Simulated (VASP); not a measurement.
Write the native input for VASP 6.6.1 that does the following.

| Quantity | Value |
| --- | --- |
| Task | single point |
| Functional | r2SCAN |
| Potentials or basis | VASP PAW PBE potentials, release 64 (Na_pv, Cl) |
| Cutoff | 520 eV |
| k mesh | 8 × 8 × 8 |
| Occupations | gaussian, width 0.05 eV |
| Spin | no spin polarisation |
| Dipole correction | no |
| Further INCAR settings | ALGO = Normal; EDIFF = 1e-06; NBANDS = 14 |

NaCl:

```
CELL_PARAMETERS angstrom
0.00000 2.81759 2.83175
2.83175 0.00000 2.83175
2.83175 2.81759 0.00000
ATOMIC_POSITIONS crystal
Na 0.00000 0.00000 0.00000
Cl 0.50000 0.50000 0.50000
```

This cell differs from its parent crystal: strain -0.0050 x Voigt [0, 1, 0, 0, 0, 0].

These files were run (other wordings do the same):

POSCAR

```
NaCl
1.0
    0.0000000000      2.8175912500      2.8317500000
    2.8317500000      0.0000000000      2.8317500000
    2.8317500000      2.8175912500      0.0000000000
Na Cl
1 1
Direct
    0.0000000000      0.0000000000      0.0000000000
    0.5000000000      0.5000000000      0.5000000000
```

INCAR.step1

```
SYSTEM = NaCl
PREC = Accurate ; ENCUT = 520
ISMEAR = 0 ; SIGMA = 0.05
LREAL = .FALSE. ; LASPH = .TRUE.
NELM = 100 ; NBANDS = 14
GGA = PE ; ALGO = Normal
EDIFF = 1E-4 ; LWAVE = .TRUE.
LCHARG = .FALSE.
```

INCAR.step2

```
SYSTEM = NaCl
PREC = Accurate ; ENCUT = 520
EDIFF = 1E-6 ; ISMEAR = 0
SIGMA = 0.05 ; LREAL = .FALSE.
LASPH = .TRUE. ; NELM = 100
ALGO = Normal ; ISIF = 2
LWAVE = .FALSE. ; LCHARG = .FALSE.
METAGGA = R2SCAN ; LMIXTAU = .TRUE.
NBANDS = 14 ; ISTART = 1
```

KPOINTS

```
regular mesh
0
G
  8 8 8
  0 0 0
```

Potentials or basis: VASP PAW PBE potentials, release 64 (Na_pv, Cl).

Launch:

```sh
$ cat potpaw_PBE.64/Na_pv/POTCAR potpaw_PBE.64/Cl/POTCAR > POTCAR
$ cp INCAR.step1 INCAR
$ mpirun -np 1 vasp_std > vasp.out
$ cp INCAR.step2 INCAR
$ mpirun -np 1 vasp_std > vasp.out
```

It gave:

```json
{"Pressure": "-0.9 GPa", "Band gap on the k mesh": "5.89 eV"}
```

Caveat: the cell differs from its parent crystal (strain -0.0050 x Voigt [0, 1, 0, 0, 0, 0]); the PAW data sets were made with another functional, which shifts forces and pressure a little.

It took 70 s on 1 thread of Intel(R) Xeon(R) 6975P-C (Granite Rapids) (shared host), peak memory 0.18 GiB.
